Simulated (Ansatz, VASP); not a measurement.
**Two plane-wave programs on WS**

```
W S
1.0
     0.00000    2.66768    2.66768
     2.66768    0.00000    2.66768
     2.66768    2.66768    0.00000
W S
1 1
Direct
  0.00000 0.00000 0.00000
  0.75000 0.75000 0.75000
```

Alike in both runs: functional PBE; k mesh 6 × 6 × 6; occupations gaussian, width 0.1 eV; no spin polarisation.

Ansatz relaxed the structure, and its values are those at the end. VASP's run is a single point on that final structure, the one shown.

```csv
,VASP,Ansatz
version,VASP 6.6.1,Ansatz 0.2.0
potentials or method,"VASP PAW PBE potentials, release 64 (W_sv, S), cutoff 520 eV","scalar-relativistic, plane waves, PAW"
valence electrons in the cell,20,20
```

```csv
,VASP,Ansatz,Ansatz less VASP
gap on the k mesh at the Fermi level (eV),none,none,-
pressure (GPa),0.1,0.0,-0.16
```

A gap of «none» marks a metal or a gap that the smearing closes.

Spin-orbit coupling is off throughout.
